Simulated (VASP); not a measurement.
Input of a VASP 6.6.1 run:

POSCAR

```
C
1.0
    0.0000000000     -4.2535130786      0.0000000000
   -2.4558424086     -2.1267565393     -3.5617636578
    2.4558424086     -2.1267565393     -3.5617636578
C
8
Direct
    0.8499201374      0.5143964201      0.4856035799
    0.8332960723      0.0000000000      0.0000000000
    0.3332960723      0.7500000000      0.2500000000
    0.3332960723      0.2500000000      0.7500000000
    0.1667039277      0.5000000000      0.5000000000
    0.1667039277      0.0000000000      1.0000000000
    0.6667039277      0.7500000000      0.2500000000
    0.6667039277      0.2500000000      0.7500000000
```

The input INCAR.step1:

```
SYSTEM = C
ALGO = Normal
EDIFF = 1E-4
ENCUT = 520
GGA = PE
ISMEAR = 0
LASPH = .True.
LCHARG = .False.
LREAL = .False.
LWAVE = .True.
NBANDS = 26
NELM = 100
PREC = Accurate
SIGMA = 0.05
```

The input INCAR.step2:

```
SYSTEM = C
ALGO = Normal
EDIFF = 1E-7
ENCUT = 520
ISIF = 2
ISMEAR = 0
ISTART = 1
LASPH = .True.
LCHARG = .False.
LMIXTAU = .True.
LREAL = .False.
LWAVE = .False.
METAGGA = R2SCAN
NBANDS = 26
NELM = 100
PREC = Accurate
SIGMA = 0.05
```

KPOINTS

```
k-points
0
Gamma
  8 8 8
  0 0 0
```

Potentials or basis: VASP PAW PBE potentials, release 64 (C).

Command:

```bash
$ cat potpaw_PBE.64/C/POTCAR > POTCAR
$ cp INCAR.step1 INCAR
$ mpirun -np 1 vasp_std > vasp.out
$ cp INCAR.step2 INCAR
$ mpirun -np 1 vasp_std > vasp.out
```

(1) What does it give for the pressure?

(2) Estimate the largest force.

## Answers

(1) 1.7 GPa.

(2) 5.891 eV/Å.

Caveat: the cell differs from its parent crystal (atom 1 (C) moved -0.100 Å along Cartesian [1 1 0]); the PAW data sets were made with another functional, which shifts forces and pressure a little.
